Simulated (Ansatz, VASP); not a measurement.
SiC: VASP beside Ansatz

The input INCAR:

```
SYSTEM = SiC
PREC = Accurate
ENCUT = 520
EDIFF = 1E-6
ISMEAR = 0
SIGMA = 0.05
LREAL = .False.
LASPH = .True.
NELM = 60
ALGO = Normal
ISIF = 2
LWAVE = .False.
LCHARG = .True.
GGA = PS
LELF = .True.
LVHAR = .True.
NBANDS = 11
```

File KPOINTS:

```
regular mesh
0
Gamma
  12 12 12
  0 0 0
```

File POSCAR:

```
SiC
1.0
    0.0000000000      2.2873193088      2.2873193088
    2.2873193088      0.0000000000      2.2873193088
    2.1982663437      2.1982663437      0.0890529651
Si C
1 1
Direct
    0.0000000000      0.0000000000      0.0000000000
    0.7500000000      0.7500000000      0.7500000000
```

Input for Ansatz:

```yaml
crystal:
  lattice:
    - [0.0, 2.2873193088, 2.2873193088]
    - [2.2873193088, 0.0, 2.2873193088]
    - [2.1982663437, 2.1982663437, 0.0890529651]
  atoms:
    - { symbol: Si, position: [0.0, 0.0, 0.0] }
    - { symbol: C, position: [0.75, 0.75, 0.75] }
basis:
  ecutwfc: 520.0
kpoints:
  mp_grid: { grid: [12, 12, 12] }
hamiltonian:
  xc: pbesol
  pseudopotentials: { kind: paw, azcp: { folder: soft_1 } }
scf:
  occupations: { method: gaussian, width: 0.05 }
output:
  forces: true
  stress: true
  eigenvalues: true
```

Alike in both runs: task single point; functional PBEsol; k mesh 12 × 12 × 12; occupations gaussian, width 0.05 eV; no spin polarisation.

|  | VASP | Ansatz |
| --- | --- | --- |
| version | VASP 6.6.1 | Ansatz 0.2.0 |
| potentials or method | VASP PAW PBE potentials, release 64 (Si, C), cutoff 520 eV | scalar-relativistic, plane waves, PAW |
| valence electrons in the cell | 8 | 8 |

```csv
,VASP,Ansatz,Ansatz less VASP
gap on the k mesh at the Fermi level (eV),1.10,1.11,+0.014
least direct gap on the mesh (eV),3.97,3.98,+0.013
pressure (GPa),-14.9,-15.2,-0.31
"traceless stress, the component that is largest in VASP (GPa)",9.10,9.03,-0.071
rms of the force components (eV/Å),0.275,0.270,-0.0050
```

VASP's potentials were made for PBE, not for PBEsol, and Ansatz warns of the same on its side. Atom by atom the forces differ by 0.005 eV/Å (rms over components).
